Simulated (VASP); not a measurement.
# MgZn5O6 in VASP: further runs

The runs below take MgZn5O6 through single point, with PBE.

Everything below comes from runs of VASP 6.6.1. Logs are shortened: lines on timing, memory, paths and dates and some standing lists are left out, and cuts for length are marked.

**1. The cell of the first run**

The structure is tetragonal, space group P-4m2 (No. 115). The conventional cell has a = 3.271 Å, b = 3.271 Å, c = 13.785 Å, α = 90.00°, β = 90.00°, γ = 90.00°. Mg (site symmetry -4m2) has 4 O at 1.99 Å within 2.6 Å. Within 2.7 Å of Zn (site symmetry 2mm) lie 4 O at 2.00 Å. Within 2.7 Å of Zn (site symmetry -4m2) lie 4 O at 2.00 Å. Within 2.7 Å of Zn (site symmetry 2mm) lie 4 O at 2.00 Å. O (site symmetry 2mm) has 4 Zn at 2.00 Å within 2.7 Å. O (site symmetry 2mm) has 4 Zn at 2.00 Å within 2.7 Å. O (site symmetry 2mm) has 2 Mg at 1.99 Å and 2 Zn at 2.00 Å within 2.6 Å.

**2. Single point, PBE**

Input file INCAR:

```
PREC = Accurate
ENCUT = 520
EDIFF = 1E-6
ISMEAR = 0
SIGMA = 0.1
LREAL = False
LASPH = True
NELM = 100
ALGO = Normal
ISIF = 2
LWAVE = False
LCHARG = False
GGA = PE
NBANDS = 61
```

Input file KPOINTS:

```
Automatic mesh
0
Gamma
  4 4 1
```

Input file POSCAR:

```
MgZn5O6
1.0
    3.2708702464      0.0000000000      0.0000000000
    0.0000000000      3.2708702464      0.0000000000
    0.0000000000      0.0000000000     13.7851629318
Mg Zn O
1 5 6
Direct
    0.0000000000      0.0000000000      0.5000000000
    1.0000000000      0.0000000000      0.8328971752
    0.5000000000      0.5000000000      0.0000000000
    0.0000000000      0.0000000000      0.1671028248
    0.5000000000      0.5000000000      0.3343057567
    0.5000000000      0.5000000000      0.6656942433
    0.5000000000      0.0000000000      0.0835536515
    0.0000000000      0.5000000000      0.2506189228
    0.5000000000      0.0000000000      0.4183919996
    0.0000000000      0.5000000000      0.5816080004
    0.5000000000      0.0000000000      0.7493810772
    0.0000000000      0.5000000000      0.9164463485
```

Potentials or basis: VASP PAW PBE potentials, release 64 (Mg, Zn, O).

Launch:

```sh
cat potpaw_PBE.64/Mg/POTCAR potpaw_PBE.64/Zn/POTCAR potpaw_PBE.64/O/POTCAR > POTCAR
mpirun -np 1 vasp_std > vasp.out
```

OUTCAR:

```text
PREC = Accurate
   ENCUT = 520
   EDIFF = 1E-6
   ISMEAR = 0
   LREAL = False
   LASPH = True
   NELM = 100
   ISIF = 2
   GGA = PE

 ion  position               nearest neighbor table
   1  0.000  0.000  0.500-   9 1.99  10 1.99  10 1.99   9 1.99   5 3.25   6 3.25   5 3.25   5 3.25
                             6 3.25   6 3.25   5 3.25   6 3.25
   2  0.000  0.000  0.833-  11 2.00  11 2.00  12 2.00  12 2.00
   3  0.500  0.500  0.000-   7 2.00  12 2.00   7 2.00  12 2.00
   4  0.000  0.000  0.167-   8 2.00   8 2.00   7 2.00   7 2.00
   5  0.500  0.500  0.334-   8 2.00   8 2.00   9 2.00   9 2.00   1 3.25   1 3.25   1 3.25   1 3.25

   6  0.500  0.500  0.666-  11 2.00  11 2.00  10 2.00  10 2.00   1 3.25   1 3.25   1 3.25   1 3.25

   7  0.500  0.000  0.084-   4 2.00   4 2.00   3 2.00   3 2.00
   8  0.000  0.500  0.251-   4 2.00   4 2.00   5 2.00   5 2.00
   9  0.500  0.000  0.418-   1 1.99   1 1.99   5 2.00   5 2.00
  10  0.000  0.500  0.582-   1 1.99   1 1.99   6 2.00   6 2.00
  11  0.500  0.000  0.749-   2 2.00   2 2.00   6 2.00   6 2.00
  12  0.000  0.500  0.916-   2 2.00   2 2.00   3 2.00   3 2.00

  LATTYP: Found a simple tetragonal cell.
 ALAT       =     3.2708702464
 C/A-ratio  =     4.2145245434

  Lattice vectors:

 A1 = (   3.2708702464,   0.0000000000,   0.0000000000)
 A2 = (   0.0000000000,   3.2708702464,   0.0000000000)
 A3 = (   0.0000000000,   0.0000000000,  13.7851629318)

Analysis of symmetry for initial positions (statically):
=====================================================================
 Subroutine PRICEL returns:
 Original cell was already a primitive cell.

 Routine SETGRP: Setting up the symmetry group for a
 simple tetragonal supercell.

 Subroutine GETGRP returns: Found  8 space group operations
 (whereof  8 operations were pure point group operations)
 out of a pool of 16 trial point group operations.

The static configuration has the point symmetry D_2d.

Analysis of symmetry for dynamics (positions and initial velocities):
=====================================================================
 Subroutine PRICEL returns:
 Original cell was already a primitive cell.

 Routine SETGRP: Setting up the symmetry group for a
 simple tetragonal supercell.

 Subroutine GETGRP returns: Found  8 space group operations
 (whereof  8 operations were pure point group operations)
 out of a pool of 16 trial point group operations.
[... 110 lines left out ...]
   POTIM  = 0.5000    time-step for ionic-motion
   TEBEG  =    0.0;   TEEND  =   0.0 temperature during run
   PSTRESS=    0.0 pullay stress
   NELECT =      98.0000    total number of electrons
   NUPDOWN=      -1.0000    fix difference up-down
   EMIN   =  10.00;   EMAX   =-10.00  energy-range for DOS
   EFERMI =   0.00;   METHOD = LEGACY
   ISMEAR =     0;   SIGMA  =   0.10  broadening in eV -4-tet -1-fermi 0-gaus
   EFERMI_NEDOS =   21; number of points for ismear=-14 and -15
   IALGO  =     38    algorithm
   IMIX   =      4    mixing-type and parameters
     AMIX     =   0.40;   BMIX     =  1.00
     AMIX_MAG =   1.60;   BMIX_MAG =  1.00
  volume/ion in A,a.u.               =      12.29        82.94
  Fermi-wavevector in a.u.,A,eV,Ry     =   1.428578  2.699621 27.767254  2.040836
  Thomas-Fermi vector in A             =   2.548625
   LORBIT       =      0    0 simple, 1 ext, 2 COOP (PROOUT), +10 PAW based schemes
   GGA     = PE    functional components
   LHFCALC =     F    Hartree Fock is set to
   AEXX    =    0.0000 exact exchange contribution
   IVDW    =     0    specifies the selected vdW correction
   LEPSILON=     F    determine dielectric tensor
   LRPA    =     F    only Hartree local field effects (RPA)
 non-spin polarized calculation
 Gauss-broadening in eV      SIGMA  =   0.10
  energy-cutoff  :      520.00
  volume of cell :      147.48
 maximum number of plane-waves:      3984
   NGX = 13   NGY = 13   NGZ = 51

 number of electron      97.9999922 magnetization

 Free energy of the ion-electron system (eV)
  ---------------------------------------------------
  ext. energy  EPLUGINS =         0.00000000
  ---------------------------------------------------
  free energy    TOTEN  =       -56.28967047 eV

  energy without entropy =      -56.28967047  energy(sigma->0) =      -56.28967047

 E-fermi :   1.4524     XC(G=0): -10.5502

 val. band max:        0.9961606090   @ k =   0.0000   0.0000   0.0000
 cond. band min:       1.9320579315   @ k =   0.0000   0.0000   0.0000
 fundamental gap:      0.9358973224
 Fermi energy:         1.4524476225

 k-point     1 :       0.0000    0.0000    0.0000
  band No.  band energies     occupation
      1     -16.6632      2.00000
      2     -16.4796      2.00000
      3     -16.3435      2.00000
      4     -15.9961      2.00000
      5     -15.9917      2.00000
      6     -15.6938      2.00000
[... 373 lines left out ...]
     60       9.7138      0.00000
     61      11.5094      0.00000

------------------------ aborting loop because EDIFF is reached ----------------------------------------

  FORCE on cell =-STRESS in cart. coord.  units (eV):
  Direction    XX          YY          ZZ          XY          YZ          ZX
  --------------------------------------------------------------------------------------
  -------------------------------------------------------------------------------------
  Total        0.6346557      0.6346557      0.4785772      0.0000000     -0.0000000      0.0000000
  in kB        6.8946181      6.8946181      5.1990508      0.0000000     -0.0000000      0.0000000
  external PRESSURE =       6.3294290 kB  Pullay stress =       0.0000000 kB

 VOLUME and BASIS-vectors are now :
 -----------------------------------------------------------------------------
  energy-cutoff  :      520.00
  volume of cell :      147.48
      direct lattice vectors                 reciprocal lattice vectors
     3.270870246  0.000000000  0.000000000     0.305729034  0.000000000  0.000000000
     0.000000000  3.270870246  0.000000000     0.000000000  0.305729034  0.000000000
     0.000000000  0.000000000 13.785162932     0.000000000  0.000000000  0.072541761

 POSITION                                       TOTAL-FORCE (eV/Angst)
 -----------------------------------------------------------------------------------
      0.00000      0.00000      6.89258        -0.000000     -0.000000     -0.000000
      0.00000      0.00000     11.48162        -0.000000     -0.000000      0.004144
      1.63544      1.63544      0.00000        -0.000000      0.000000     -0.000000
      0.00000      0.00000      2.30354        -0.000000     -0.000000     -0.004144
      1.63544      1.63544      4.60846        -0.000000     -0.000000     -0.003311
      1.63544      1.63544      9.17670        -0.000000     -0.000000      0.003311
      1.63544      0.00000      1.15180        -0.000000     -0.000000      0.002204
      0.00000      1.63544      3.45482        -0.000000     -0.000000      0.006061
      1.63544      0.00000      5.76760         0.000000     -0.000000      0.085884
      0.00000      1.63544      8.01756        -0.000000     -0.000000     -0.085884
      1.63544      0.00000     10.33034        -0.000000     -0.000000     -0.006061
      0.00000      1.63544     12.63336        -0.000000      0.000000     -0.002204
 -----------------------------------------------------------------------------------
    total drift:                                0.000000     -0.000000     -0.000000

  FREE ENERGIE OF THE ION-ELECTRON SYSTEM (eV)
  ---------------------------------------------------
  free  energy   TOTEN  =       -56.2896704677 eV

  energy  without entropy=      -56.2896704677  energy(sigma->0) =      -56.28967047
```

stdout:

```text
POSCAR found type information on POSCAR MgZnO
 POSCAR found :  3 types and      12 ions
 scaLAPACK will be used
 LDA part: xc-table for (Slater+PW92), standard interpolation
 POSCAR, INCAR and KPOINTS ok, starting setup
 FFT: planning ... GRIDC
 FFT: planning ... GRID_SOFT
 FFT: planning ... GRID
 WAVECAR not read
 entering main loop
```

It took 51 s on 1 thread of Intel Xeon Platinum 8488C (Sapphire Rapids), shared host; peak memory 0.25 GiB.

Results:

```
Free energy            : -56.2897 eV
Pressure               : 0.6 GPa
Largest force          : 0.086 eV/Å
Band gap on the k mesh : 0.94 eV
```

Forces on the atoms (eV/Å):
```
Mg   0.000  0.000  0.000
Zn   0.000  0.000  0.004
Zn   0.000  0.000  0.000
Zn   0.000  0.000 -0.004
Zn   0.000  0.000 -0.003
Zn   0.000  0.000  0.003
O    0.000  0.000  0.002
O    0.000  0.000  0.006
O    0.000  0.000  0.086
O    0.000  0.000 -0.086
O    0.000  0.000 -0.006
O    0.000  0.000 -0.002
```

Stress tensor (GPa, compression positive):
```
0.69 0.00 0.00
0.00 0.69 0.00
0.00 0.00 0.52
```

Caveat: the k points lie up to 0.48 Å⁻¹ apart.

**3. Single point, PBE**

Input file INCAR:

```
SYSTEM = MgZn5O6
ALGO = Normal
EDIFF = 1E-6
ENCUT = 520
GGA = PE
ISIF = 2
ISMEAR = 0
LASPH = .TRUE.
LCHARG = .FALSE.
LREAL = .FALSE.
LWAVE = .FALSE.
NBANDS = 61
NELM = 100
PREC = Accurate
SIGMA = 0.1
```

Input file KPOINTS:

```
k-points
0
G
  4 4 1
  0 0 0
```

Input file POSCAR:

```
MgZn5O6
1.0
    3.2785329048     -0.0011604670     -0.0000107074
   -0.0011408585      3.2779430488      0.0000300953
   -0.0004311743      0.0004973125     13.7208431865
Mg Zn O
1 5 6
Direct
   -0.0000173361      0.0000058029      0.4999974085
    1.0000078576      0.0000153083      0.8328896457
    0.5000115601      0.4999892064     -0.0000059404
    0.0000191901      0.0000159095      0.1670962568
    0.5000040832      0.5000081799      0.3342947180
    0.4999928451      0.5000091199      0.6656930262
    0.5000028323     -0.0000148530      0.0835765587
   -0.0000152160      0.4999918961      0.2506626448
    0.4999830645     -0.0000116454      0.4184374568
    0.0000030810      0.4999917375      0.5815755648
    0.5000060262     -0.0000034079      0.7493487712
    0.0000020120      0.5000027460      0.9164338889
```

Potentials or basis: VASP PAW PBE potentials, release 64 (Mg, Zn, O).

Launch:

```sh
cat potpaw_PBE.64/Mg/POTCAR potpaw_PBE.64/Zn/POTCAR potpaw_PBE.64/O/POTCAR > POTCAR
mpirun -np 1 vasp_std > vasp.out
```

Run time: 82 s. Hardware: 1 thread of Intel Xeon Platinum 8488C (Sapphire Rapids), shared host; peak memory 0.27 GiB.

The run converged. Its results:

| Item | Value |
| --- | --- |
| Free energy | -56.2899 eV |
| Pressure | 0.6 GPa |
| Largest force | 0.076 eV/Å |
| Band gap on the k mesh | 0.94 eV |

Forces on the atoms (eV/Å):
```
Mg   0.000  0.000  0.000
Zn   0.000  0.000  0.000
Zn   0.000  0.000  0.000
Zn   0.000  0.000  0.000
Zn   0.000  0.000  0.006
Zn   0.000  0.000 -0.006
O    0.000  0.000 -0.001
O    0.000  0.000 -0.002
O    0.000  0.000  0.076
O   -0.001  0.000 -0.076
O    0.000  0.000  0.002
O    0.000  0.000  0.001
```

Stress tensor (GPa, compression positive):
```
0.59 0.01 0.00
0.01 0.62 0.00
0.00 0.00 0.70
```

Levels at points of the mesh, in eV from the valence-band top:
| k point | band 47 | band 48 | band 49 | band 50 | band 51 | band 52 |
| --- | --- | --- | --- | --- | --- | --- |
| (0.00, 0.00, 0.00) | -0.04 | 0.00 | 0.00 | 0.94 | 2.76 | 3.03 |
| (0.50, 0.00, 0.00) | -0.68 | -0.67 | -0.67 | 5.51 | 5.52 | 5.57 |
| (0.00, 0.50, 0.00) | -0.68 | -0.67 | -0.67 | 5.51 | 5.52 | 5.57 |
| (0.50, 0.50, 0.00) | -1.96 | -1.94 | -1.93 | 5.28 | 5.28 | 6.47 |

Caveat: the k points lie up to 0.48 Å⁻¹ apart.

(Part 1 of 2 ends here.)
